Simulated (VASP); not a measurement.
Input of a VASP 6.6.1 run:

Contents of INCAR:

```
PREC = Accurate ; ENCUT = 520
EDIFF = 1E-6 ; ISMEAR = 0
SIGMA = 0.1 ; LREAL = False
LASPH = True ; NELM = 60
ALGO = Fast ; ISIF = 2
LWAVE = False ; LCHARG = False
GGA = PS ; NBANDS = 21
```

The input KPOINTS:

```
Automatic mesh
0
Gamma
  24 24 12
```

POSCAR

```
Ru
1.0
    2.6894812013      0.0000000000      0.0000000000
   -1.3447406006      2.3291590433      0.0000000000
    0.0000000000      0.0000000000      4.2519430485
Ru
2
Direct
    0.3333333333      0.6666666667      0.2500000000
    0.6666666667      0.3333333333      0.7500000000
```

Potentials or basis: VASP PAW PBE potentials, release 64 (Ru_pv).

Run with:

```sh
$ cat potpaw_PBE.64/Ru_pv/POTCAR > POTCAR
$ mpirun -np 1 vasp_std > vasp.out
```

Problem. What does it give for the band gap on the k mesh?

Solution. Zero (bands 14 and 15 overlap by 3.28 eV).

Problem. Estimate the pressure.

Solution. 0.0 GPa.

Stress tensor (GPa, compression positive):
```
 0.36  0.00  0.00
 0.00  0.36  0.00
 0.00  0.00 -0.66
```

Caveat: the PAW data sets were made with another functional, which shifts forces and pressure a little.
